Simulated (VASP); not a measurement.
# CdSe (F-43m) in VASP: single point with HSE06

Aim: the single point of CdSe with HSE06.

Everything below comes from runs of VASP 6.6.1. Logs are shortened: lines on timing, memory, paths and dates and some standing lists are left out, and cuts for length are marked.

## Step 1: The cell of the first run

It takes space group F-43m (No. 216, cubic). Conventional cell: a = 6.063 Å, b = 6.063 Å, c = 6.063 Å, α = 90.00°, β = 90.00°, γ = 90.00°. Cd (site symmetry -43m) has 4 Se at 2.63 Å within 3.5 Å. Se (site symmetry -43m) has 4 Cd at 2.63 Å within 3.5 Å.

## Step 2: Single point, HSE06 (strain -1.2%)

The input, POSCAR:

```
CdSe
1.0
    0.0000000000      3.0315811490      3.0315811490
    3.0315811490      0.0000000000      3.0315811490
    3.0315811490      3.0315811490      0.0000000000
Cd Se
1 1
Direct
    0.0000000000      0.0000000000      0.0000000000
    0.2500000000      0.2500000000      0.2500000000
```

The input, INCAR.step1:

```
PREC = Accurate ; ENCUT = 520
EDIFF = 1E-5 ; ISMEAR = 0
SIGMA = 0.01 ; LREAL = F
LASPH = T ; NELM = 80
ALGO = Normal ; ISIF = 2
LWAVE = T ; LCHARG = F
NBANDS = 16 ; GGA = PE
```

The input, INCAR.step2:

```
PREC = Accurate ; ENCUT = 520
EDIFF = 1E-6 ; ISMEAR = 0
SIGMA = 0.01 ; LREAL = F
LASPH = T ; NELM = 80
ALGO = Normal ; ISIF = 2
LWAVE = F ; LCHARG = F
GGA = PE ; LHFCALC = T
HFSCREEN = 0.2079 ; PRECFOCK = Normal
NBANDS = 16 ; ISTART = 1
```

The input, KPOINTS:

```
regular mesh
0
Gamma
  6 6 6
```

Potentials or basis: VASP PAW PBE potentials, release 64 (Cd, Se).

Launch:

```
$ cat potpaw_PBE.64/Cd/POTCAR potpaw_PBE.64/Se/POTCAR > POTCAR
$ cp INCAR.step1 INCAR
$ mpirun -np 1 vasp_std > vasp.out
$ cp INCAR.step2 INCAR
$ mpirun -np 1 vasp_std > vasp.out
```

OUTCAR:

```text
PREC = Accurate
   ENCUT = 520
   EDIFF = 1E-6
   ISMEAR = 0
   LREAL = F
   LASPH = T
   NELM = 80
   ISIF = 2
   GGA = PE
   LHFCALC = T
   HFSCREEN = 0.2079
   PRECFOCK = Normal
   ISTART = 1

 ion  position               nearest neighbor table
   1  0.000  0.000  0.000-   2 2.63   2 2.63   2 2.63   2 2.63
   2  0.250  0.250  0.250-   1 2.63   1 2.63   1 2.63   1 2.63

  LATTYP: Found a face centered cubic cell.
 ALAT       =     6.0631622980

  Lattice vectors:

 A1 = (   0.0000000000,   3.0315811490,   3.0315811490)
 A2 = (   3.0315811490,   0.0000000000,   3.0315811490)
 A3 = (   3.0315811490,   3.0315811490,   0.0000000000)

Analysis of symmetry for initial positions (statically):
=====================================================================
 Subroutine PRICEL returns:
 Original cell was already a primitive cell.

 Routine SETGRP: Setting up the symmetry group for a
 face centered cubic supercell.

 Subroutine GETGRP returns: Found 24 space group operations
 (whereof 24 operations were pure point group operations)
 out of a pool of 48 trial point group operations.

The static configuration has the point symmetry T_d .

Analysis of symmetry for dynamics (positions and initial velocities):
=====================================================================
 Subroutine PRICEL returns:
 Original cell was already a primitive cell.

 Routine SETGRP: Setting up the symmetry group for a
 face centered cubic supercell.

 Subroutine GETGRP returns: Found 24 space group operations
 (whereof 24 operations were pure point group operations)
 out of a pool of 48 trial point group operations.

The dynamic configuration has the point symmetry T_d .

 Subroutine INISYM returns: Found 24 space group operations
 (whereof 24 operations are pure point group operations),
 and found     1 'primitive' translations

----------------------------------------------------------------------------------------

                                     Primitive cell

  volume of cell :      55.7234

  direct lattice vectors                    reciprocal lattice vectors
     0.000000000  3.031581149  3.031581149    -0.164930436  0.164930436  0.164930436
[... 78 lines left out ...]
   LREAL  =      F    real-space projection
   EDIFFG = 0.1E-04   stopping-criterion for IOM
   NSW    =      0    number of steps for IOM
   IBRION =     -1    ionic relax: 0-MD 1-quasi-New 2-CG
   NFREE  =      0    steps in history (QN), initial steepest desc. (CG)
   ISIF   =      2    stress and relaxation
   ISYM   =      3    0-nonsym 1-usesym 2-fastsym
   POTIM  = 0.5000    time-step for ionic-motion
   TEBEG  =    0.0;   TEEND  =   0.0 temperature during run
   PSTRESS=    0.0 pullay stress
   NELECT =      18.0000    total number of electrons
   NUPDOWN=      -1.0000    fix difference up-down
   EMIN   =  10.00;   EMAX   =-10.00  energy-range for DOS
   EFERMI =   0.00;   METHOD = LEGACY
   ISMEAR =     0;   SIGMA  =   0.01  broadening in eV -4-tet -1-fermi 0-gaus
   EFERMI_NEDOS =   21; number of points for ismear=-14 and -15
   IALGO  =     38    algorithm
   IMIX   =      1    mixing-type and parameters
     AMIX     =   0.40;   BMIX     =  1.00
     AMIX_MAG =   1.60;   BMIX_MAG =  1.00
  volume/ion in A,a.u.               =      27.86       188.02
  Fermi-wavevector in a.u.,A,eV,Ry     =   1.123276  2.122684 17.167136  1.261749
  Thomas-Fermi vector in A             =   2.259941
   LORBIT       =      0    0 simple, 1 ext, 2 COOP (PROOUT), +10 PAW based schemes
   GGA     = PE    functional components
   LHFCALC =     T    Hartree Fock is set to
   PRECFOCK=normal    Normal, Fast or Accurate (Low or Medium for compatibility)
   ENCUT4O =  -1.0   cutoff for four orbital integrals eV
   NKREDX  =     1    reduce k-point grid by
   NKREDY  =     1    reduce k-point grid by
   NKREDZ  =     1    reduce k-point grid by
   AEXX    =    0.2500 exact exchange contribution
   HFSCREEN=    0.2079 screening length (either q_TF or 0.3 A-1)
   HFSCREENC=   0.2079 screening length for correlation (either q_TF or 0.3 A-1)
   ENCUTFOCK=  -1.0 apply spherical cutoff to Coloumb kernel
   IVDW    =     0    specifies the selected vdW correction
   LEPSILON=     F    determine dielectric tensor
   LRPA    =     F    only Hartree local field effects (RPA)
 non-spin polarized calculation
 Gauss-broadening in eV      SIGMA  =   0.01
  energy-cutoff  :      520.00
  volume of cell :       55.72
 maximum number of plane-waves:      1524
  NGX = 24; NGY = 24; NGZ = 24

 number of electron      17.9999998 magnetization

 Free energy of the ion-electron system (eV)
  ---------------------------------------------------
  ext. energy  EPLUGINS =         0.00000000
  ---------------------------------------------------
  free energy    TOTEN  =        -6.82942565 eV

  energy without entropy =       -6.82942565  energy(sigma->0) =       -6.82942565

 E-fermi :   0.4698     XC(G=0):  -7.4246

 val. band max:        0.4184959054   @ k =   0.0000   0.0000   0.0000
 cond. band min:       1.9931828032   @ k =   0.0000   0.0000   0.0000
 fundamental gap:      1.5746868978
 Fermi energy:         0.4697633622

 k-point     1 :       0.0000    0.0000    0.0000
  band No.  band energies     occupation
      1     -13.3415      2.00000
      2      -8.7421      2.00000
      3      -8.7421      2.00000
      4      -8.7421      2.00000
      5      -8.3552      2.00000
      6      -8.3552      2.00000
[... 281 lines left out ...]
      3      -8.5341      2.00000
      4      -8.4223      2.00000
      5      -8.3285      2.00000
      6      -7.8270      2.00000
[... 8 lines left out ...]
     15      14.5163      0.00000
     16      14.7456      0.00000

------------------------ aborting loop because EDIFF is reached ----------------------------------------

  FORCE on cell =-STRESS in cart. coord.  units (eV):
  Direction    XX          YY          ZZ          XY          YZ          ZX
  --------------------------------------------------------------------------------------
  -------------------------------------------------------------------------------------
  Total        0.8317096      0.8317096      0.8317096      0.0000000      0.0000000     -0.0000000
  in kB       23.9135861     23.9135861     23.9135861      0.0000000      0.0000000     -0.0000000
  external PRESSURE =      23.9135861 kB  Pullay stress =       0.0000000 kB

 VOLUME and BASIS-vectors are now :
 -----------------------------------------------------------------------------
  energy-cutoff  :      520.00
  volume of cell :       55.72
      direct lattice vectors                 reciprocal lattice vectors
     0.000000000  3.031581149  3.031581149    -0.164930436  0.164930436  0.164930436
     3.031581149  0.000000000  3.031581149     0.164930436 -0.164930436  0.164930436
     3.031581149  3.031581149  0.000000000     0.164930436  0.164930436 -0.164930436

 POSITION                                       TOTAL-FORCE (eV/Angst)
 -----------------------------------------------------------------------------------
      0.00000      0.00000      0.00000        -0.000000      0.000000      0.000000
      1.51579      1.51579      1.51579         0.000000     -0.000000     -0.000000
 -----------------------------------------------------------------------------------
    total drift:                                0.000047      0.000043      0.000030

  FREE ENERGIE OF THE ION-ELECTRON SYSTEM (eV)
  ---------------------------------------------------
  free  energy   TOTEN  =        -6.8294256478 eV

  energy  without entropy=       -6.8294256478  energy(sigma->0) =       -6.82942565
```

OSZICAR.step1:

```text
N       E                     dE             d eps       ncg     rms          rms(c)
DAV:   1     0.108590794759E+03    0.10859E+03   -0.88812E+03   528   0.101E+03
DAV:   2    -0.181346811990E+01   -0.11040E+03   -0.10463E+03   600   0.253E+02
DAV:   3    -0.581036779696E+01   -0.39969E+01   -0.39904E+01   632   0.503E+01
DAV:   4    -0.582661847551E+01   -0.16251E-01   -0.16250E-01   624   0.319E+00
DAV:   5    -0.582671809181E+01   -0.99616E-04   -0.99616E-04   632   0.217E-01    0.637E+00
DAV:   6    -0.547255836234E+01    0.35416E+00   -0.53209E-01   752   0.889E+00    0.501E+00
DAV:   7    -0.544989969617E+01    0.22659E-01   -0.14820E-01   576   0.257E+00    0.213E+00
DAV:   8    -0.545086479125E+01   -0.96510E-03   -0.14309E-02   552   0.146E+00    0.256E-01
DAV:   9    -0.545103359587E+01   -0.16880E-03   -0.14600E-03   600   0.501E-01    0.462E-02
DAV:  10    -0.545110200049E+01   -0.68405E-04   -0.15782E-04   624   0.157E-01    0.422E-02
DAV:  11    -0.545115023156E+01   -0.48231E-04   -0.78652E-05   592   0.561E-02    0.150E-02
DAV:  12    -0.545115013099E+01    0.10057E-06   -0.21437E-06   464   0.192E-02
   1 F= -.54511501E+01 E0= -.54511501E+01  d E =-.825193E-73
```

Run time: 64 min. Hardware: 1 thread of Oxide Virtual Turin-like, shared host; peak memory 0.28 GiB.

What came out:

```yaml
Free_energy: -6.8294 eV
Pressure: 2.4 GPa
Band_gap_on_the_k_mesh: 1.57 eV
```

Levels at points of the mesh, in eV from the valence-band top:
```tsv
k point	band 7	band 8	band 9	band 10	band 11	band 12
(0.00, 0.00, 0.00)	0.00	0.00	0.00	1.57	6.98	6.98
(0.50, 0.00, 0.00)	-4.73	-0.81	-0.81	3.40	7.48	7.48
(0.50, 0.50, 0.00)	-4.39	-2.01	-2.01	3.94	4.75	10.39
```

Caveat: the cell differs from its parent crystal (strain -1.2%); the structure was generated, so it needn't be the stable form of CdSe; the PAW data sets were made with another functional, which shifts forces and pressure a little.
